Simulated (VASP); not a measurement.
# Ga (Fd-3m) in VASP: a series of runs

The runs below take Ga through relaxation of cell and atoms, with PBEsol.

Everything below comes from runs of VASP 6.6.1. Logs are shortened: lines on timing, memory, paths and dates and some standing lists are left out, and cuts for length are marked.

### Step 1. The cell of the first run

It takes space group Fd-3m (No. 227, cubic). Conventional cell: a = 5.377 Å, b = 5.377 Å, c = 5.377 Å, α = 90.00°, β = 90.00°, γ = 90.00°. Ga (site symmetry -43m) has 4 Ga at 2.33 Å within 3.1 Å.

This isn't the form of Ga at room conditions, which is orthorhombic.

### Step 2. Relaxation of cell and atoms, PBEsol, target pressure 8 GPa, at which the enthalpy is minimised

Input file INCAR:

```
SYSTEM = Ga
PREC     = Accurate       ! precision mode
ENCUT    = 600            ! plane-wave cutoff, eV
EDIFF    = 1E-7           ! SCF threshold, eV
ISMEAR   = -1             ! smearing method
SIGMA    = 0.1            ! smearing width, eV
LREAL    = .FALSE.        ! projectors in reciprocal space
LASPH    = .TRUE.         ! aspherical terms in the spheres
NELM     = 100            ! most SCF steps
ALGO     = Normal         ! electronic algorithm
ISIF     = 3              ! what is computed and relaxed
LWAVE    = .FALSE.        ! write WAVECAR
LCHARG   = .FALSE.        ! write CHGCAR
GGA      = PS             ! functional
IBRION   = 2              ! ionic algorithm
NSW      = 60             ! ionic steps
EDIFFG   = -0.005         ! ionic threshold
PSTRESS  = 80.0
```

Input file KPOINTS:

```
regular mesh
0
G
  12 12 12
  0 0 0
```

Input file POSCAR:

```
Ga
1.0
    0.0000000000      2.6886632543      2.6886632543
    2.6886632543      0.0000000000      2.6886632543
    2.6886632543      2.6886632543      0.0000000000
Ga
2
Direct
   -0.1250000000     -0.1250000000     -0.1250000000
    0.1250000000      0.1250000000      0.1250000000
```

Potentials or basis: VASP PAW PBE potentials, release 64 (Ga_d).

Command:

```console
cat potpaw_PBE.64/Ga_d/POTCAR > POTCAR
mpirun -np 1 vasp_std > vasp.out
```

OUTCAR:

```text
SYSTEM = Ga
   PREC = Accurate
   ENCUT = 600
   EDIFF = 1E-7
   ISMEAR = -1
   LREAL = .FALSE.
   LASPH = .TRUE.
   NELM = 100
   ISIF = 3
   GGA = PS
   IBRION = 2
   NSW = 60
   EDIFFG = -0.005
   PSTRESS = 80.0

 ion  position               nearest neighbor table
   1  0.875  0.875  0.875-   2 2.33   2 2.33   2 2.33   2 2.33
   2  0.125  0.125  0.125-   1 2.33   1 2.33   1 2.33   1 2.33

  LATTYP: Found a face centered cubic cell.
 ALAT       =     5.3773265086

  Lattice vectors:

 A1 = (   0.0000000000,   2.6886632543,   2.6886632543)
 A2 = (   2.6886632543,   0.0000000000,   2.6886632543)
 A3 = (   2.6886632543,   2.6886632543,   0.0000000000)

Analysis of symmetry for initial positions (statically):
=====================================================================
 Subroutine PRICEL returns:
 Original cell was already a primitive cell.

 Routine SETGRP: Setting up the symmetry group for a
 face centered cubic supercell.

 Subroutine GETGRP returns: Found 48 space group operations
 (whereof 12 operations were pure point group operations)
 out of a pool of 48 trial point group operations.

The static configuration has the point symmetry D_3d.
 The point group associated with its full space group is O_h .

Analysis of symmetry for dynamics (positions and initial velocities):
=====================================================================
 Subroutine PRICEL returns:
 Original cell was already a primitive cell.

 Routine SETGRP: Setting up the symmetry group for a
 face centered cubic supercell.

 Subroutine GETGRP returns: Found 48 space group operations
 (whereof 12 operations were pure point group operations)
 out of a pool of 48 trial point group operations.

The dynamic configuration has the point symmetry D_3d.
 The point group associated with its full space group is O_h .

 Subroutine INISYM returns: Found 48 space group operations
 (whereof 12 operations are pure point group operations),
 and found     1 'primitive' translations

----------------------------------------------------------------------------------------

                                     Primitive cell

  volume of cell :      38.8722

  direct lattice vectors                    reciprocal lattice vectors
     0.000000000  2.688663254  2.688663254    -0.185966018  0.185966018  0.185966018
     2.688663254  0.000000000  2.688663254     0.185966018 -0.185966018  0.185966018
     2.688663254  2.688663254  0.000000000     0.185966018  0.185966018 -0.185966018

  length of vectors
     3.802344039  3.802344039  3.802344039     0.322102592  0.322102592  0.322102592

  position of ions in fractional coordinates (direct lattice)
     0.875000000  0.875000000  0.875000000
     0.125000000  0.125000000  0.125000000

  ion indices of the primitive-cell ions
   primitive index   ion index
                 1           1
                 2           2

----------------------------------------------------------------------------------------

 KPOINTS: regular mesh

Automatic generation of k-mesh.
 Grid dimensions read from file:
 generate k-points for:   12   12   12

 Generating k-lattice:

  Cartesian coordinates                     Fractional coordinates (reciprocal lattice)
    -0.015497168  0.015497168  0.015497168     0.083333333  0.000000000  0.000000000
     0.015497168 -0.015497168  0.015497168     0.000000000  0.083333333  0.000000000
     0.015497168  0.015497168 -0.015497168     0.000000000  0.000000000  0.083333333

  Length of vectors
     0.026841883  0.026841883  0.026841883

  Shift w.r.t. Gamma in fractional coordinates (k-lattice)
     0.000000000  0.000000000  0.000000000

 Subroutine IBZKPT returns following result:
 ===========================================

 Found     72 irreducible k-points:

 Following reciprocal coordinates:
            Coordinates               Weight
  0.000000  0.000000  0.000000      1.000000
  0.083333  0.000000  0.000000      8.000000
  0.166667  0.000000  0.000000      8.000000
  0.250000  0.000000  0.000000      8.000000
  0.333333  0.000000  0.000000      8.000000
  0.416667  0.000000  0.000000      8.000000
[... 16 lines left out ...]
  0.500000  0.166667  0.000000     24.000000
 -0.416667  0.166667  0.000000     24.000000
 [... further k-points ...]
   k-points           NKPTS =     72   k-points in BZ     NKDIM =     72   number of bands    NBANDS=     17
   number of dos      NEDOS =    301   number of ions     NIONS =      2
   total plane-waves  NPLWV =  27000
   dimension x,y,z NGX =    30 NGY =   30 NGZ =   30
   dimension x,y,z NGXF=    60 NGYF=   60 NGZF=   60
   ions per type =               2
   NGX,Y,Z   is equivalent  to a cutoff of  13.12, 13.12, 13.12 a.u.
   NGXF,Y,Z  is equivalent  to a cutoff of  26.23, 26.23, 26.23 a.u.
 SYSTEM =  Ga
   PREC   = accura    normal or accurate (medium, high low for compatibility)
   ISTART =      0    job   : 0-new  1-cont  2-samecut
   ICHARG =      2    charge: 1-file 2-atom 10-const
   ISPIN  =      1    spin polarized calculation?
   LNONCOLLINEAR =      F non collinear calculations
   LSORBIT =      F    spin-orbit coupling
   LASPH  =      T    aspherical Exc in radial PAW
   ENCUT  =  600.0 eV  44.10 Ry    6.64 a.u.   7.59  7.59  7.59*2*pi/ulx,y,z
   NELM   =    100;   NELMIN=  2; NELMDL= -5     # of ELM steps
   EDIFF  = 0.1E-06   stopping-criterion for ELM
   LREAL  =      F    real-space projection
   EDIFFG = -.5E-02   stopping-criterion for IOM
   NSW    =     60    number of steps for IOM
   IBRION =      2    ionic relax: 0-MD 1-quasi-New 2-CG
   NFREE  =      1    steps in history (QN), initial steepest desc. (CG)
   ISIF   =      3    stress and relaxation
   ISYM   =      2    0-nonsym 1-usesym 2-fastsym
   POTIM  = 0.5000    time-step for ionic-motion
   TEBEG  =    0.0;   TEEND  =   0.0 temperature during run
   PSTRESS=   80.0 pullay stress
   NELECT =      26.0000    total number of electrons
   NUPDOWN=      -1.0000    fix difference up-down
   EMIN   =  10.00;   EMAX   =-10.00  energy-range for DOS
   EFERMI =   0.00;   METHOD = LEGACY
   ISMEAR =    -1;   SIGMA  =   0.10  broadening in eV -4-tet -1-fermi 0-gaus
   EFERMI_NEDOS =   21; number of points for ismear=-14 and -15
   IALGO  =     38    algorithm
   IMIX   =      4    mixing-type and parameters
     AMIX     =   0.40;   BMIX     =  1.00
     AMIX_MAG =   1.60;   BMIX_MAG =  1.00
  volume/ion in A,a.u.               =      19.44       131.16
  Fermi-wavevector in a.u.,A,eV,Ry     =   1.431703  2.705526 27.888853  2.049773
  Thomas-Fermi vector in A             =   2.551410
   LORBIT       =      0    0 simple, 1 ext, 2 COOP (PROOUT), +10 PAW based schemes
   GGA     = PS    functional components
   LHFCALC =     F    Hartree Fock is set to
   AEXX    =    0.0000 exact exchange contribution
   IVDW    =     0    specifies the selected vdW correction
   LEPSILON=     F    determine dielectric tensor
   LRPA    =     F    only Hartree local field effects (RPA)
 conjugate gradient relaxation of ions
 non-spin polarized calculation
  energy-cutoff  :      600.00
  volume of cell :       38.87
 maximum number of plane-waves:      1316
   NGX = 15   NGY = 15   NGZ = 15

--------------------------------------- Ionic step        1  -------------------------------------------

 number of electron      26.0000006 magnetization

 Free energy of the ion-electron system (eV)
  ---------------------------------------------------
  ext. energy  EPLUGINS =         0.00000000
  ---------------------------------------------------
  free energy    TOTEN  =        -5.71264231 eV

  energy without entropy =       -5.67588004  energy(sigma->0) =       -5.69426117

------------------------ aborting loop because EDIFF is reached ----------------------------------------

  FORCE on cell =-STRESS in cart. coord.  units (eV):
  Direction    XX          YY          ZZ          XY          YZ          ZX
  --------------------------------------------------------------------------------------
  -------------------------------------------------------------------------------------
  Total        3.5546181      3.5546181      3.5546181     -0.0000000      0.0000000     -0.0000000
  in kB      146.5089987    146.5089987    146.5089987     -0.0000000      0.0000000     -0.0000000
  external PRESSURE =      66.5089987 kB  Pullay stress =      80.0000000 kB

 VOLUME and BASIS-vectors are now :
 -----------------------------------------------------------------------------
  energy-cutoff  :      600.00
  volume of cell :       38.87
      direct lattice vectors                 reciprocal lattice vectors
     0.000000000  2.688663254  2.688663254    -0.185966018  0.185966018  0.185966018
     2.688663254  0.000000000  2.688663254     0.185966018 -0.185966018  0.185966018
     2.688663254  2.688663254  0.000000000     0.185966018  0.185966018 -0.185966018
[... 46 lines left out ...]
  FREE ENERGIE OF THE ION-ELECTRON SYSTEM (eV)
  ---------------------------------------------------
  free  energy   TOTEN  =        -5.9888824913 eV

  energy  without entropy=       -5.9503949629  energy(sigma->0) =       -5.96963873

  enthalpy is  TOTEN    =        -3.8123299161 eV   P V=        2.1765525752

--------------------------------------- Ionic step        3  -------------------------------------------

 number of electron      25.9999992 magnetization

 Free energy of the ion-electron system (eV)
  ---------------------------------------------------
  ext. energy  EPLUGINS =         0.00000000
  ---------------------------------------------------
  free energy    TOTEN  =        -5.91768338 eV

  energy without entropy =       -5.87965367  energy(sigma->0) =       -5.89866852

 E-fermi :   3.7587     XC(G=0): -10.3660

 val. band max:        3.7367674154   @ k =   0.4167   0.1667   0.0833
 cond. band min:       3.7657571795   @ k =   0.4167   0.1667   0.0000
 fundamental gap:      0.0289897640
 Fermi energy:         3.7586525215

 k-point     1 :       0.0000    0.0000    0.0000
  band No.  band energies     occupation
      1     -11.1266      2.00000
      2     -11.1266      2.00000
      3     -11.1266      2.00000
      4     -11.0696      2.00000
      5     -11.0696      2.00000
      6     -10.6078      2.00000
[... 9 lines left out ...]
     16       9.1465      0.00000
     17       9.1466      0.00000
[... 441 lines left out ...]
 k-point    24 :      -0.4167    0.1667    0.0000
  band No.  band energies     occupation
      1     -11.2097      2.00000
      2     -11.1843      2.00000
      3     -11.0568      2.00000
      4     -10.9492      2.00000
      5     -10.9245      2.00000
      6     -10.7407      2.00000
[... 9 lines left out ...]
     16      10.6645      0.00000
     17      11.2999      0.00000

 [... further k-points ...]

------------------------ aborting loop because EDIFF is reached ----------------------------------------

  FORCE on cell =-STRESS in cart. coord.  units (eV):
  Direction    XX          YY          ZZ          XY          YZ          ZX
  --------------------------------------------------------------------------------------
  -------------------------------------------------------------------------------------
  Total        2.0882434      2.0882434      2.0882434     -0.0000000     -0.0000000      0.0000000
  in kB       79.9924431     79.9924431     79.9924431     -0.0000000     -0.0000000      0.0000000
  external PRESSURE =      -0.0075569 kB  Pullay stress =      80.0000000 kB

 VOLUME and BASIS-vectors are now :
 -----------------------------------------------------------------------------
  energy-cutoff  :      600.00
  volume of cell :       41.83
      direct lattice vectors                 reciprocal lattice vectors
    -0.000000000  2.755101373  2.755101373    -0.181481525  0.181481525  0.181481525
     2.755101373 -0.000000000  2.755101373     0.181481525 -0.181481525  0.181481525
     2.755101373  2.755101373  0.000000000     0.181481525  0.181481525 -0.181481525

 POSITION                                       TOTAL-FORCE (eV/Angst)
 -----------------------------------------------------------------------------------
      4.82143      4.82143      4.82143         0.000000     -0.000000      0.000000
      0.68878      0.68878      0.68878        -0.000000      0.000000     -0.000000
 -----------------------------------------------------------------------------------
    total drift:                               -0.000000      0.000000      0.000000

  FREE ENERGIE OF THE ION-ELECTRON SYSTEM (eV)
  ---------------------------------------------------
  free  energy   TOTEN  =        -5.9176833790 eV

  energy  without entropy=       -5.8796536686  energy(sigma->0) =       -5.89866852

  enthalpy is  TOTEN    =        -3.8292426706 eV   P V=        2.0884407084

 reached required accuracy - stopping structural energy minimisation
```

Wall time 67 s (1 thread of Intel Xeon 6975P-C (Granite Rapids), shared host); peak memory 0.2 GiB.

What came out:

```
Free energy                                                : -5.9177 eV
Relaxed volume                                             : 20.91 Å³/atom
Relaxed cell                                               : a = 3.896 Å, b = 3.896 Å, c = 3.896 Å, α = 60.00°, β = 60.00°, γ = 60.00°
Space group after relaxing (to 0.1 Å)                      : Fd-3m (No. 227)
Energy change on relaxing (the run minimises the enthalpy) : -102.5 meV/atom
Ionic steps                                                : 3
Pressure after relaxing                                    : 8.0 GPa
Band gap on the k mesh                                     : zero (bands 13 and 14 overlap by 5.22 eV)
```

Step by step:
| step | energy change (eV) | largest force (eV/Å) | pressure (GPa) | volume (Å³) |
| --- | --- | --- | --- | --- |
| 1 | 0.0000 | 0.0000 | 14.65 | 38.87 |
| 2 | -0.2762 | 0.0000 | 5.05 | 43.59 |
| 3 | -0.2050 | 0.0000 | 8.00 | 41.83 |

Final structure:
```cif
data_structure
_symmetry_space_group_name_H-M 'P 1'
_symmetry_Int_Tables_number 1
_cell_length_a 3.8963
_cell_length_b 3.8963
_cell_length_c 3.8963
_cell_angle_alpha 60.000
_cell_angle_beta 60.000
_cell_angle_gamma 60.000
_cell_volume 41.83
loop_
_atom_site_label
_atom_site_type_symbol
_atom_site_fract_x
_atom_site_fract_y
_atom_site_fract_z
_atom_site_occupancy
Ga1 Ga 0.87500 0.87500 0.87500 1
Ga2 Ga 0.12500 0.12500 0.12500 1
```

Caveat: the cell is relaxed towards a set pressure, so the run minimises the enthalpy, not the energy; the PAW data sets were made with another functional, which shifts forces and pressure a little.

(Part 1 of 2 ends here.)
